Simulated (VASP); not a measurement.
# W3S in VASP: a series of runs

W3S is run at these levels: PBE; tasks: single point.

All numbers are computed with VASP 6.6.1; they aren't measurements. Logs are shortened: lines on timing, memory, paths and dates and some standing lists are left out, and cuts for length are marked.

**1. The cell of the first run**

The cell holds a slab with vacuum, 4 atoms: a = 2.757 Å, b = 2.757 Å, c = 19.856 Å, α = 90.00°, β = 90.00°, γ = 109.47°.

**2. Single point, PBE**

INCAR reads:

```
SYSTEM = W3S
PREC = Accurate
ENCUT = 520
EDIFF = 1E-6
ISMEAR = 0
SIGMA = 0.1
LREAL = .FALSE.
LASPH = .TRUE.
NELM = 100
ALGO = Normal
ISIF = 2
LWAVE = .FALSE.
LCHARG = .FALSE.
LDIPOL = .TRUE.
IDIPOL = 3
DIPOL = 0.5 0.5 0.368
GGA = PE
NBANDS = 32
```

KPOINTS reads:

```
Automatic mesh
0
G
  10 10 1
  0 0 0
```

POSCAR reads:

```
W3S
1.0
    2.7571643582      0.0000000000      0.0000000000
   -0.9190547861      2.5994794860      0.0000000000
    0.0000000000      0.0000000000     19.8562161274
W S
3 1
Direct
    0.5000000000      0.5000000000      0.2014482505
    0.0000000000      0.0000000000      0.3111437109
    0.5000000000      0.5000000000      0.4208362799
    0.6666666667      0.6666666667      0.5377685406
```

Potentials or basis: VASP PAW PBE potentials, release 64 (W_sv, S).

The run is started by

```
$ cat potpaw_PBE.64/W_sv/POTCAR potpaw_PBE.64/S/POTCAR > POTCAR
$ mpirun -np 1 vasp_std > vasp.out
```

OUTCAR:

```text
SYSTEM = W3S
   PREC = Accurate
   ENCUT = 520
   EDIFF = 1E-6
   ISMEAR = 0
   LREAL = .FALSE.
   LASPH = .TRUE.
   NELM = 100
   ISIF = 2
   GGA = PE

 ion  position               nearest neighbor table
   1  0.500  0.500  0.201-   2 2.70   2 2.70   2 3.13   2 3.13
   2  0.000  0.000  0.311-   3 2.70   3 2.70   1 2.70   1 2.70   3 3.13   3 3.13   1 3.13   1 3.13

   3  0.500  0.500  0.421-   4 2.38   2 2.70   2 2.70   2 3.13   2 3.13
   4  0.667  0.667  0.538-   3 2.38

  LATTYP: Found a base centered orthorhombic cell.
 ALAT       =     3.1836991688
 B/A-ratio  =     1.4142135624
 C/A-ratio  =     6.2368380537

  Lattice vectors:

 A1 = (   2.7571643582,   0.0000000000,   0.0000000000)
 A2 = (  -0.9190547861,   2.5994794860,   0.0000000000)
 A3 = (   0.0000000000,   0.0000000000,  19.8562161274)

Analysis of symmetry for initial positions (statically):
=====================================================================
 Subroutine PRICEL returns:
 Original cell was already a primitive cell.

 Routine SETGRP: Setting up the symmetry group for a
 base centered orthorhombic supercell.

 Subroutine GETGRP returns: Found  2 space group operations
 (whereof  2 operations were pure point group operations)
 out of a pool of  8 trial point group operations.

The static configuration has the point symmetry C_1h.

Analysis of symmetry for dynamics (positions and initial velocities):
=====================================================================
 Subroutine PRICEL returns:
 Original cell was already a primitive cell.

 Routine SETGRP: Setting up the symmetry group for a
 base centered orthorhombic supercell.

 Subroutine GETGRP returns: Found  2 space group operations
 (whereof  2 operations were pure point group operations)
 out of a pool of  8 trial point group operations.

The dynamic configuration has the point symmetry C_1h.

 Subroutine INISYM returns: Found  2 space group operations
 (whereof  2 operations are pure point group operations),
 and found     1 'primitive' translations

----------------------------------------------------------------------------------------

                                     Primitive cell

  volume of cell :     142.3133

  direct lattice vectors                    reciprocal lattice vectors
     2.757164358  0.000000000  0.000000000     0.362691472  0.128230800  0.000000000
    -0.919054786  2.599479486  0.000000000     0.000000000  0.384692399  0.000000000
     0.000000000  0.000000000 19.856216127     0.000000000  0.000000000  0.050362063

  length of vectors
     2.757164358  2.757164358 19.856216127     0.384692399  0.384692399  0.050362063

  position of ions in fractional coordinates (direct lattice)
     0.500000000  0.500000000  0.201448251
     0.000000000  0.000000000  0.311143711
     0.500000000  0.500000000  0.420836280
     0.666666667  0.666666667  0.537768541

  ion indices of the primitive-cell ions
   primitive index   ion index
                 1           1
                 2           2
                 3           3
                 4           4

----------------------------------------------------------------------------------------

 KPOINTS: Automatic mesh

Automatic generation of k-mesh.
 Grid dimensions read from file:
 generate k-points for:   10   10    1

 Generating k-lattice:

  Cartesian coordinates                     Fractional coordinates (reciprocal lattice)
     0.036269147  0.012823080  0.000000000     0.100000000  0.000000000  0.000000000
     0.000000000  0.038469240  0.000000000     0.000000000  0.100000000  0.000000000
     0.000000000  0.000000000  0.050362063     0.000000000  0.000000000  1.000000000

  Length of vectors
     0.038469240  0.038469240  0.050362063

  Shift w.r.t. Gamma in fractional coordinates (k-lattice)
     0.000000000  0.000000000  0.000000000

 Subroutine IBZKPT returns following result:
 ===========================================

 Found     31 irreducible k-points:

 Following reciprocal coordinates:
            Coordinates               Weight
  0.000000  0.000000  0.000000      1.000000
  0.100000  0.000000  0.000000      4.000000
  0.200000  0.000000  0.000000      4.000000
  0.300000  0.000000  0.000000      4.000000
  0.400000 -0.000000  0.000000      4.000000
  0.500000 -0.000000  0.000000      2.000000
[... 16 lines left out ...]
  0.300000  0.300000  0.000000      2.000000
  0.400000  0.300000  0.000000      4.000000
 [... further k-points ...]
   k-points           NKPTS =     31   k-points in BZ     NKDIM =     31   number of bands    NBANDS=     32
   number of dos      NEDOS =    301   number of ions     NIONS =      4
   total plane-waves  NPLWV =  86400
   dimension x,y,z NGX =    24 NGY =   24 NGZ =  150
   dimension x,y,z NGXF=    48 NGYF=   48 NGZF=  300
   ions per type =               3   1
   NGX,Y,Z   is equivalent  to a cutoff of  14.47, 14.47, 12.56 a.u.
   NGXF,Y,Z  is equivalent  to a cutoff of  28.94, 28.94, 25.12 a.u.
 SYSTEM =  W3S
   PREC   = accura    normal or accurate (medium, high low for compatibility)
   ISTART =      0    job   : 0-new  1-cont  2-samecut
   ICHARG =      2    charge: 1-file 2-atom 10-const
   ISPIN  =      1    spin polarized calculation?
   LNONCOLLINEAR =      F non collinear calculations
   LSORBIT =      F    spin-orbit coupling
   LASPH  =      T    aspherical Exc in radial PAW
   ENCUT  =  520.0 eV  38.22 Ry    6.18 a.u.   5.13  5.13 36.92*2*pi/ulx,y,z
   NELM   =    100;   NELMIN=  2; NELMDL= -5     # of ELM steps
   EDIFF  = 0.1E-05   stopping-criterion for ELM
   LREAL  =      F    real-space projection
   EDIFFG = 0.1E-04   stopping-criterion for IOM
   NSW    =      0    number of steps for IOM
   IBRION =     -1    ionic relax: 0-MD 1-quasi-New 2-CG
   NFREE  =      0    steps in history (QN), initial steepest desc. (CG)
   ISIF   =      2    stress and relaxation
   ISYM   =      2    0-nonsym 1-usesym 2-fastsym
   POTIM  = 0.5000    time-step for ionic-motion
   TEBEG  =    0.0;   TEEND  =   0.0 temperature during run
   PSTRESS=    0.0 pullay stress
   NELECT =      48.0000    total number of electrons
   NUPDOWN=      -1.0000    fix difference up-down
   EMIN   =  10.00;   EMAX   =-10.00  energy-range for DOS
   EFERMI =   0.00;   METHOD = LEGACY
   ISMEAR =     0;   SIGMA  =   0.10  broadening in eV -4-tet -1-fermi 0-gaus
   EFERMI_NEDOS =   21; number of points for ismear=-14 and -15
   IALGO  =     38    algorithm
   IMIX   =      4    mixing-type and parameters
     AMIX     =   0.40;   BMIX     =  1.00
     AMIX_MAG =   1.60;   BMIX_MAG =  1.00
  volume/ion in A,a.u.               =      35.58       240.09
  Fermi-wavevector in a.u.,A,eV,Ry     =   1.139568  2.153470 17.668718  1.298614
  Thomas-Fermi vector in A             =   2.276271
   LORBIT       =      0    0 simple, 1 ext, 2 COOP (PROOUT), +10 PAW based schemes
   GGA     = PE    functional components
   LHFCALC =     F    Hartree Fock is set to
   AEXX    =    0.0000 exact exchange contribution
   IVDW    =     0    specifies the selected vdW correction
   LEPSILON=     F    determine dielectric tensor
   LRPA    =     F    only Hartree local field effects (RPA)
 non-spin polarized calculation
 Gauss-broadening in eV      SIGMA  =   0.10
  energy-cutoff  :      520.00
  volume of cell :      142.31
 maximum number of plane-waves:      3862
 NGX is ok and might be reduce to    24
   NGX = 11   NGY = 11   NGZ = 73

 dipolmoment           0.000000      0.000000     -0.007012 electrons x Angstroem

 number of electron      47.9999999 magnetization

 dipolmoment           0.000000      0.000000      0.008676 electrons x Angstroem

 Free energy of the ion-electron system (eV)
  ---------------------------------------------------
  ext. energy  EPLUGINS =         0.00000000
  ---------------------------------------------------
  free energy    TOTEN  =       -40.39938905 eV

  energy without entropy =      -40.37704066  energy(sigma->0) =      -40.38821486

 E-fermi :   1.8739     XC(G=0):  -6.7117

 val. band max:        1.8595400886   @ k =   0.1000   0.1000   0.0000
 cond. band min:       1.8834627632   @ k =  -0.4000   0.4000   0.0000
 fundamental gap:      0.0239226746
 Fermi energy:         1.8739171182

 k-point     1 :       0.0000    0.0000    0.0000
  band No.  band energies     occupation
      1     -72.2134      2.00000
      2     -72.1382      2.00000
      3     -72.0835      2.00000
      4     -36.9621      2.00000
      5     -36.5057      2.00000
      6     -36.1740      2.00000
[... 24 lines left out ...]
     31       4.3731      0.00000
     32       4.7944      0.00000

 k-point     2 :       0.1000    0.0000    0.0000
  band No.  band energies     occupation
      1     -72.2049      2.00000
      2     -72.1327      2.00000
      3     -72.0799      2.00000
      4     -36.9355      2.00000
      5     -36.5322      2.00000
      6     -36.1861      2.00000
[... 24 lines left out ...]
     31       4.4339      0.00000
     32       4.9600      0.00000

 k-point     3 :       0.2000    0.0000    0.0000
  band No.  band energies     occupation
      1     -72.1818      2.00000
      2     -72.1186      2.00000
      3     -72.0706      2.00000
      4     -36.8671      2.00000
      5     -36.6294      2.00000
      6     -36.2803      2.00000
[... 24 lines left out ...]
     31       4.7550      0.00000
     32       5.0384      0.00000

 k-point     4 :       0.3000    0.0000    0.0000
  band No.  band energies     occupation
      1     -72.1510      2.00000
      2     -72.1027      2.00000
      3     -72.0600      2.00000
      4     -36.8137      2.00000
      5     -36.8030      2.00000
      6     -36.4764      2.00000
[... 24 lines left out ...]
     31       4.9823      0.00000
     32       5.0640      0.00000

 k-point     5 :       0.4000   -0.0000    0.0000
  band No.  band energies     occupation
      1     -72.1216      2.00000
      2     -72.0935      2.00000
      3     -72.0519      2.00000
      4     -36.9754      2.00000
      5     -36.8727      2.00000
      6     -36.6276      2.00000
[... 584 lines left out ...]
     31       4.4249      0.00000
     32       5.3466      0.00000

 k-point    22 :      -0.2000    0.2000    0.0000
  band No.  band energies     occupation
      1     -72.1715      2.00000
      2     -72.1017      2.00000
      3     -72.0504      2.00000
      4     -36.8566      2.00000
      5     -36.4856      2.00000
      6     -36.3348      2.00000
[... 24 lines left out ...]
     31       4.3988      0.00000
     32       5.2977      0.00000

 k-point    23 :       0.3000    0.3000    0.0000
  band No.  band energies     occupation
      1     -72.0924      2.00000
      2     -72.0764      2.00000
      3     -72.0325      2.00000
      4     -36.8140      2.00000
      5     -36.7004      2.00000
      6     -36.6340      2.00000
[... 24 lines left out ...]
     31       5.2570      0.00000
     32       6.3901      0.00000

 k-point    24 :       0.4000    0.3000    0.0000
  band No.  band energies     occupation
      1     -72.0918      2.00000
      2     -72.0577      2.00000
      3     -72.0171      2.00000
      4     -36.8587      2.00000
      5     -36.7628      2.00000
      6     -36.6923      2.00000
[... 24 lines left out ...]
     31       6.1339      0.00000
     32       7.6189      0.00000

 [... further k-points ...]

------------------------ aborting loop because EDIFF is reached ----------------------------------------

 vacuum level on the upper side and lower side of the slab       (xc-potential included)        -0.025        -0.265

  FORCE on cell =-STRESS in cart. coord.  units (eV):
  Direction    XX          YY          ZZ          XY          YZ          ZX
  --------------------------------------------------------------------------------------
  -------------------------------------------------------------------------------------
  Total       -1.8176614     -1.4203516      1.2048336      0.5618810     -0.0445615     -0.0315098
  in kB      -20.4634114    -15.9904581     13.5641347      6.3257112     -0.5016774     -0.3547405
  external PRESSURE =      -7.6299116 kB  Pullay stress =       0.0000000 kB

 VOLUME and BASIS-vectors are now :
 -----------------------------------------------------------------------------
  energy-cutoff  :      520.00
  volume of cell :      142.31
      direct lattice vectors                 reciprocal lattice vectors
     2.757164358  0.000000000  0.000000000     0.362691472  0.128230800  0.000000000
    -0.919054786  2.599479486  0.000000000     0.000000000  0.384692399  0.000000000
     0.000000000  0.000000000 19.856216127     0.000000000  0.000000000  0.050362063

 POSITION                                       TOTAL-FORCE (eV/Angst)
 -----------------------------------------------------------------------------------
      0.91905      1.29974      4.00000         0.071166      0.100645      0.086491
      0.00000      0.00000      6.17814        -0.258569     -0.365672     -0.739359
      0.91905      1.29974      8.35622         0.309861      0.438210      0.646888
      1.22541      1.73299     10.67805        -0.122459     -0.173183      0.005980
 -----------------------------------------------------------------------------------
    total drift:                                0.000037      0.000052      0.000196

  FREE ENERGIE OF THE ION-ELECTRON SYSTEM (eV)
  ---------------------------------------------------
  free  energy   TOTEN  =       -40.3993890486 eV

  energy  without entropy=      -40.3770406633  energy(sigma->0) =      -40.38821486

 vacuum level on the upper side and lower side of the slab         6.943         6.671
```

Wall time 6.3 min (1 thread of Intel Xeon 8259CL, shared host); peak memory 0.35 GiB.

Results:

```
Free energy            : -40.3994 eV
Largest force          : 0.864 eV/Å
Band gap on the k mesh : zero (bands 24 and 25 overlap by 1.47 eV)
```

Forces in eV/Å, atoms in the order of the input:
```
W    0.071  0.101  0.086
W   -0.259 -0.366 -0.739
W    0.310  0.438  0.647
S   -0.122 -0.173  0.006
```

Levels at points of the mesh, in eV from the Fermi level:
| k point | band 21 | band 22 | band 23 | band 24 | band 25 | band 26 | band 27 | band 28 |
| --- | --- | --- | --- | --- | --- | --- | --- | --- |
| (0.00, 0.00, 0.00) | -1.26 | -1.02 | -0.63 | 0.27 | 1.28 | 1.76 | 1.84 | 1.92 |
| (0.50, 0.00, 0.00) | -2.18 | -1.06 | 0.29 | 0.93 | 1.43 | 1.85 | 2.23 | 2.57 |
| (0.50, 0.50, 0.00) | -2.42 | -1.68 | 0.06 | 0.46 | 1.29 | 1.93 | 2.23 | 3.25 |

Caveat: spin-orbit coupling is left out, which moves the levels of the heavy elements.

**3. Single point, PBE**

INCAR reads:

```
SYSTEM = W3S
ALGO = Normal ; DIPOL = 0.5 0.5 0.367
EDIFF = 1E-7 ; ENCUT = 520
GGA = PE ; IDIPOL = 3
ISIF = 2 ; ISMEAR = 0
LASPH = .TRUE. ; LCHARG = .FALSE.
LDIPOL = .TRUE. ; LREAL = .FALSE.
LWAVE = .FALSE. ; NBANDS = 32
NELM = 80 ; PREC = Accurate
SIGMA = 0.1
```

KPOINTS reads:

```
k-points
0
G
  10 10 1
  0 0 0
```

Edit POSCAR of step 2 so:

```diff
@@ -11,2 +11,2 @@
     0.5000000000      0.5000000000      0.4208362799
-    0.6666666667      0.6666666667      0.5377685406
+    0.6666666667      1.3333333333      0.5334655270
```

Potentials or basis: VASP PAW PBE potentials, release 64 (W_sv, S).

The run is started by

```
$ cat potpaw_PBE.64/W_sv/POTCAR potpaw_PBE.64/S/POTCAR > POTCAR
$ mpirun -np 1 vasp_std > vasp.out
```

It took 7.1 min on 1 thread of Intel Xeon 8259CL, shared host; peak memory 0.35 GiB.

The run converged. Its results:

```yaml
Free_energy: -40.6269 eV
Largest_force: 0.622 eV/Å
Band_gap_on_the_k_mesh: zero (bands 24 and 25 overlap by 1.74 eV)
```

Forces on the atoms (eV/Å):
```
W    0.049 -0.035  0.016
W   -0.205  0.145 -0.569
W   -0.080  0.057  0.551
S    0.236 -0.167  0.003
```

Levels at points of the mesh, in eV from the Fermi level:
| k point | band 21 | band 22 | band 23 | band 24 | band 25 | band 26 | band 27 | band 28 |
| --- | --- | --- | --- | --- | --- | --- | --- | --- |
| (0.00, 0.00, 0.00) | -1.35 | -1.15 | -0.73 | 0.22 | 1.09 | 1.62 | 1.75 | 2.02 |
| (0.50, 0.00, 0.00) | -2.21 | -1.27 | 0.31 | 1.22 | 1.38 | 1.64 | 1.95 | 2.18 |
| (0.50, 0.50, 0.00) | -2.18 | -1.95 | 0.13 | 0.48 | 1.21 | 1.61 | 2.72 | 3.50 |

Caveat: spin-orbit coupling is left out, which moves the levels of the heavy elements.

The gap in the log of VASP goes by the Fermi energy; the results here count the filled bands.